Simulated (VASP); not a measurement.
# WC (P-6m2) in VASP: further runs

WC is run at these levels: LDA; tasks: vibrations by perturbation theory, elastic constants.

Everything below comes from runs of VASP 6.6.1. Logs are shortened: lines on timing, memory, paths and dates and some standing lists are left out, and cuts for length are marked.

## Step 1: The cell of the first run

Symmetry: P-6m2, No. 187, hexagonal system. The conventional cell has a = 2.811 Å, b = 2.811 Å, c = 2.756 Å, α = 90.00°, β = 90.00°, γ = 120.00°. Within 2.9 Å of W (site symmetry -6m2) lie 6 C at 2.13 Å and 8 W at 2.76 to 2.81 Å. Within 2.9 Å of C (site symmetry -6m2) lie 6 W at 2.13 Å and 8 C at 2.76 to 2.81 Å.

## Step 2: Vibrations by perturbation theory, LDA

Input file INCAR:

```
SYSTEM = WC
ALGO = Normal
EDIFF = 1E-8
ENCUT = 520
GGA = CA
IBRION = 8
ISIF = 2
ISMEAR = -1
LASPH = .True.
LCHARG = .True.
LREAL = .False.
LWAVE = .False.
NELM = 100
NSW = 1
PREC = Accurate
SIGMA = 0.15
```

Input file KPOINTS:

```
k-points
0
Gamma
  18 18 14
  0 0 0
```

Input file POSCAR:

```
WC
1.0
    2.8107516531      0.0000000000      0.0000000000
   -1.4053758266      2.4341823353      0.0000000000
    0.0000000000      0.0000000000      2.7563852964
W C
1 1
Direct
    0.0000000000      0.0000000000      0.0000000000
    0.6666666667      0.3333333333      0.5000000000
```

Potentials or basis: VASP PAW LDA potentials, release 64 (W_sv, C).

On the command line:

```bash
$ cat potpaw_LDA.64/W_sv/POTCAR potpaw_LDA.64/C/POTCAR > POTCAR
$ mpirun -np 1 vasp_std > vasp.out
```

OUTCAR:

```text
SYSTEM = WC
   EDIFF = 1E-8
   ENCUT = 520
   GGA = CA
   IBRION = 8
   ISIF = 2
   ISMEAR = -1
   LASPH = .True.
   LREAL = .False.
   NELM = 100
   NSW = 1
   PREC = Accurate

 ion  position               nearest neighbor table
   1  0.000  0.000  0.000-   2 2.13   2 2.13   2 2.13   2 2.13   2 2.13   2 2.13
   2  0.667  0.333  0.500-   1 2.13   1 2.13   1 2.13   1 2.13   1 2.13   1 2.13

  LATTYP: Found a hexagonal cell.
 ALAT       =     2.8107516531
 C/A-ratio  =     0.9806577160

  Lattice vectors:

 A1 = (   2.8107516531,   0.0000000000,   0.0000000000)
 A2 = (  -1.4053758266,   2.4341823353,   0.0000000000)
 A3 = (   0.0000000000,   0.0000000000,   2.7563852964)

Analysis of symmetry for initial positions (statically):
=====================================================================
 Subroutine PRICEL returns:
 Original cell was already a primitive cell.

 Routine SETGRP: Setting up the symmetry group for a
 hexagonal supercell.

 Subroutine GETGRP returns: Found 12 space group operations
 (whereof 12 operations were pure point group operations)
 out of a pool of 24 trial point group operations.

The static configuration has the point symmetry D_3h.

Analysis of symmetry for dynamics (positions and initial velocities):
=====================================================================
 Subroutine PRICEL returns:
 Original cell was already a primitive cell.

 Routine SETGRP: Setting up the symmetry group for a
 hexagonal supercell.

 Subroutine GETGRP returns: Found 12 space group operations
 (whereof 12 operations were pure point group operations)
 out of a pool of 24 trial point group operations.

The dynamic configuration has the point symmetry D_3h.

 Subroutine INISYM returns: Found 12 space group operations
 (whereof 12 operations are pure point group operations),
 and found     1 'primitive' translations

----------------------------------------------------------------------------------------

                                     Primitive cell

  volume of cell :      18.8589

  direct lattice vectors                    reciprocal lattice vectors
     2.810751653  0.000000000  0.000000000     0.355776719  0.205407784  0.000000000
    -1.405375827  2.434182335  0.000000000     0.000000000  0.410815569  0.000000000
     0.000000000  0.000000000  2.756385296     0.000000000  0.000000000  0.362793983

  length of vectors
     2.810751653  2.810751653  2.756385296     0.410815569  0.410815569  0.362793983

  position of ions in fractional coordinates (direct lattice)
     0.000000000  0.000000000  0.000000000
     0.666666667  0.333333333  0.500000000

  ion indices of the primitive-cell ions
   primitive index   ion index
                 1           1
                 2           2

----------------------------------------------------------------------------------------

 KPOINTS: k-points

Automatic generation of k-mesh.
 Grid dimensions read from file:
 generate k-points for:   18   18   14

 Generating k-lattice:

  Cartesian coordinates                     Fractional coordinates (reciprocal lattice)
     0.019765373  0.011411544  0.000000000     0.055555556  0.000000000  0.000000000
     0.000000000  0.022823087  0.000000000     0.000000000  0.055555556  0.000000000
     0.000000000  0.000000000  0.025913856     0.000000000  0.000000000  0.071428571

  Length of vectors
     0.022823087  0.022823087  0.025913856

  Shift w.r.t. Gamma in fractional coordinates (k-lattice)
     0.000000000  0.000000000  0.000000000

 Subroutine IBZKPT returns following result:
 ===========================================

 Found    296 irreducible k-points:

 Following reciprocal coordinates:
            Coordinates               Weight
  0.000000  0.000000  0.000000      1.000000
  0.055556  0.000000  0.000000      6.000000
  0.111111  0.000000  0.000000      6.000000
  0.166667  0.000000  0.000000      6.000000
  0.222222  0.000000  0.000000      6.000000
  0.277778  0.000000  0.000000      6.000000
[... 16 lines left out ...]
  0.333333  0.111111  0.000000     12.000000
  0.388889  0.111111  0.000000     12.000000
 [... further k-points ...]
   k-points           NKPTS =    296   k-points in BZ     NKDIM =    296   number of bands    NBANDS=     13
   number of dos      NEDOS =    301   number of ions     NIONS =      2
   total plane-waves  NPLWV =  13824
   dimension x,y,z NGX =    24 NGY =   24 NGZ =   24
   dimension x,y,z NGXF=    48 NGYF=   48 NGZF=   48
   ions per type =               1   1
   NGX,Y,Z   is equivalent  to a cutoff of  14.20, 14.20, 14.48 a.u.
   NGXF,Y,Z  is equivalent  to a cutoff of  28.39, 28.39, 28.95 a.u.
 SYSTEM =  WC
   PREC   = accura    normal or accurate (medium, high low for compatibility)
   ISTART =      0    job   : 0-new  1-cont  2-samecut
   ICHARG =      2    charge: 1-file 2-atom 10-const
   ISPIN  =      1    spin polarized calculation?
   LNONCOLLINEAR =      F non collinear calculations
   LSORBIT =      F    spin-orbit coupling
   LASPH  =      T    aspherical Exc in radial PAW
   ENCUT  =  520.0 eV  38.22 Ry    6.18 a.u.   5.23  5.23  5.13*2*pi/ulx,y,z
   NELM   =    100;   NELMIN=  2; NELMDL= -5     # of ELM steps
   EDIFF  = 0.1E-07   stopping-criterion for ELM
   LREAL  =      F    real-space projection
   EDIFFG = 0.1E-06   stopping-criterion for IOM
   NSW    =      1    number of steps for IOM
   IBRION =      8    ionic relax: 0-MD 1-quasi-New 2-CG
   NFREE  =      0    steps in history (QN), initial steepest desc. (CG)
   ISIF   =      2    stress and relaxation
   ISYM   =      2    0-nonsym 1-usesym 2-fastsym
   POTIM  = 0.5000    time-step for ionic-motion
   TEBEG  =    0.0;   TEEND  =   0.0 temperature during run
   PSTRESS=    0.0 pullay stress
   NELECT =      18.0000    total number of electrons
   NUPDOWN=      -1.0000    fix difference up-down
   EMIN   =  10.00;   EMAX   =-10.00  energy-range for DOS
   EFERMI =   0.00;   METHOD = LEGACY
   ISMEAR =    -1;   SIGMA  =   0.15  broadening in eV -4-tet -1-fermi 0-gaus
   EFERMI_NEDOS =   21; number of points for ismear=-14 and -15
   IALGO  =     38    algorithm
   IMIX   =      4    mixing-type and parameters
     AMIX     =   0.40;   BMIX     =  1.00
     AMIX_MAG =   1.60;   BMIX_MAG =  1.00
  volume/ion in A,a.u.               =       9.43        63.63
  Fermi-wavevector in a.u.,A,eV,Ry     =   1.611859  3.045973 35.349172  2.598091
  Thomas-Fermi vector in A             =   2.707182
   LORBIT       =      0    0 simple, 1 ext, 2 COOP (PROOUT), +10 PAW based schemes
   GGA     = CA    functional components
   LHFCALC =     F    Hartree Fock is set to
   AEXX    =    0.0000 exact exchange contribution
   IVDW    =     0    specifies the selected vdW correction
   LEPSILON=     F    determine dielectric tensor
   LRPA    =     F    only Hartree local field effects (RPA)
 non-spin polarized calculation
  energy-cutoff  :      520.00
  volume of cell :       18.86
 maximum number of plane-waves:       521
 NGX is ok and might be reduce to    24
   NGX = 11   NGY = 11   NGZ = 11

--------------------------------------- Ionic step        1  -------------------------------------------

 number of electron      18.0000002 magnetization

 Free energy of the ion-electron system (eV)
  ---------------------------------------------------
  ext. energy  EPLUGINS =         0.00000000
  ---------------------------------------------------
  free energy    TOTEN  =       -24.53875442 eV

  energy without entropy =      -24.51694604  energy(sigma->0) =      -24.52785023

 E-fermi :  12.4842     XC(G=0): -14.5097

 val. band max:       12.4799829804   @ k =   0.4444   0.1111   0.5000
 cond. band min:      12.4986250936   @ k =   0.1111   0.0556   0.4286
 fundamental gap:      0.0186421133
 Fermi energy:        12.4841562400

 k-point     1 :       0.0000    0.0000    0.0000
  band No.  band energies     occupation
      1     -60.9235      2.00000
      2     -25.1765      2.00000
      3     -25.0064      2.00000
      4     -25.0064      2.00000
      5      -2.5845      2.00000
      6       7.5169      2.00000
      7       8.7023      2.00000
      8       8.7023      2.00000
      9      12.5266      0.85950
     10      16.0668      0.00000
     11      16.0668      0.00000
     12      18.5552      0.00000
     13      18.5552      0.00000
[... 354 lines left out ...]
  band No.  band energies     occupation
      1     -60.8274      2.00000
      2     -26.1087      2.00000
      3     -25.3606      2.00000
      4     -25.0086      2.00000
      5       1.1642      2.00000
      6       5.1656      2.00000
      7       8.4216      2.00000
      8       8.4219      2.00000
      9      11.9118      1.95690
     10      14.3775      0.00001
     11      16.4176      0.00000
     12      17.9326      0.00000
     13      20.6399      0.00000

 [... further k-points ...]

------------------------ aborting loop because EDIFF is reached ----------------------------------------

  FORCE on cell =-STRESS in cart. coord.  units (eV):
  Direction    XX          YY          ZZ          XY          YZ          ZX
  --------------------------------------------------------------------------------------
  -------------------------------------------------------------------------------------
  Total        4.5154782      4.5154782      4.5873370     -0.0000000     -0.0000000      0.0000000
  in kB      383.6178678    383.6178678    389.7227147     -0.0000000     -0.0000000      0.0000000
  external PRESSURE =     385.6528167 kB  Pullay stress =       0.0000000 kB

 VOLUME and BASIS-vectors are now :
 -----------------------------------------------------------------------------
  energy-cutoff  :      520.00
  volume of cell :       18.86
      direct lattice vectors                 reciprocal lattice vectors
     2.810751653  0.000000000  0.000000000     0.355776719  0.205407784  0.000000000
    -1.405375827  2.434182335  0.000000000     0.000000000  0.410815569  0.000000000
     0.000000000  0.000000000  2.756385296     0.000000000  0.000000000  0.362793983

 POSITION                                       TOTAL-FORCE (eV/Angst)
 -----------------------------------------------------------------------------------
      0.00000      0.00000      0.00000         0.000000      0.000000      0.000000
      1.40538      0.81139      1.37819        -0.000000     -0.000000      0.000000
 -----------------------------------------------------------------------------------
    total drift:                               -0.000000      0.000000      0.000000

  FREE ENERGIE OF THE ION-ELECTRON SYSTEM (eV)
  ---------------------------------------------------
  free  energy   TOTEN  =       -24.5387544234 eV

  energy  without entropy=      -24.5169460391  energy(sigma->0) =      -24.52785023

[... ionic steps 2 to 3 ...]

--------------------------------------- Ionic step        4  -------------------------------------------

------------------------ aborting loop because EDIFF is reached ----------------------------------------
[... 11 lines left out ...]
[... ionic steps 8 to 8 ...]

--------------------------------------- Ionic step        9  -------------------------------------------

 Free energy of the ion-electron system (eV)
  ---------------------------------------------------
  ---------------------------------------------------
  free energy    TOTEN  =        -0.12385959 eV

  energy without entropy =       -0.12385958

------------------------ aborting loop because EDIFF is reached ----------------------------------------

 INTERNAL STRAIN TENSOR  FOR ION    2  DIRECTION 3   (eV/Angst):
 -----------------------------------------------------------------------------
     0.01384 -0.00000 -0.00000
     0.00000  0.01384 -0.00000
     0.00000  0.00000 -0.01726

 INTERNAL STRAIN TENSOR FOR ION    2 for displacements in x,y,z  (eV/Angst):
          X           Y           Z          XY          YZ          ZX
  --------------------------------------------------------------------------------
  x     0.00000    -0.00000    -0.00000    -9.45512     0.00000     0.00000
  y    -9.45512     9.45512     0.00000    -0.00000     0.00000     0.00000
  z     0.00000     0.00000     0.00000     0.00000     0.00000     0.00000

 SECOND DERIVATIVES (NOT SYMMETRIZED)
 ------------------------------------
               1X          1Y          1Z          2X          2Y          2Z
  1X   -20.714267    0.000000    0.000000   20.714267   -0.000000    0.000000
  1Y     0.000000  -20.714267    0.000000   -0.000000   20.714267    0.000000
  1Z    -0.000000    0.000000  -20.460040    0.000000    0.000000   20.460040
  2X    20.708163   -0.000000    0.000000  -20.708163    0.000000    0.000000
  2Y    -0.000000   20.708163    0.000000    0.000000  -20.708163    0.000000
  2Z     0.000000    0.000000   20.461959   -0.000000   -0.000000  -20.461959

 Eigenvectors and eigenvalues of the dynamical matrix
 ----------------------------------------------------

   1 f  =   21.187417 THz   133.124468 2PiTHz  706.736163 cm-1    87.624077 meV
             X         Y         Z           dx          dy          dz
      0.000000  0.000000  0.000000    -0.196924    0.150207   -0.000000
      1.405376  0.811394  1.378193     0.770330   -0.587580    0.000000
[... 21 lines left out ...]
   6 f/i=    0.000749 THz     0.004708 2PiTHz    0.024992 cm-1     0.003099 meV
             X         Y         Z           dx          dy          dz
      0.000000  0.000000  0.000000    -0.224183    0.942550    0.000000
      1.405376  0.811394  1.378193    -0.057309    0.240950    0.000000

--------------------------------------------------------------------------------------------------------

 ELASTIC MODULI CONTR FROM IONIC RELAXATION (kBar)
 Direction    XX          YY          ZZ          XY          YZ          ZX
 --------------------------------------------------------------------------------
 XX        -324.1303    324.1303      0.0000      0.0000      0.0000      0.0000
 YY         324.1303   -324.1303     -0.0000      0.0000     -0.0000      0.0000
 ZZ           0.0000     -0.0000     -0.0000     -0.0000     -0.0000      0.0000
 XY           0.0000      0.0000     -0.0000   -324.1303      0.0000      0.0000
 YZ           0.0000     -0.0000     -0.0000      0.0000     -0.0000      0.0000
 ZX           0.0000      0.0000      0.0000      0.0000      0.0000      0.0000
 --------------------------------------------------------------------------------
```

It took 7.4 min on 1 thread of Intel Xeon 6975P-C (Granite Rapids), shared host; peak memory 0.74 GiB.

Results:

```yaml
Highest_phonon_frequency_at_Γ: 707 cm⁻¹
```

Phonon frequencies in cm⁻¹ (negative: imaginary):
| q point | frequencies |
| --- | --- |
| (0.000, 0.000, 0.000) | 0 0 0 703 707 707 |

Caveat: the cell stands under pressure or tension, which shifts response properties; spin-orbit coupling is left out, which moves the levels of the heavy elements.

[end of part 1 of 2]
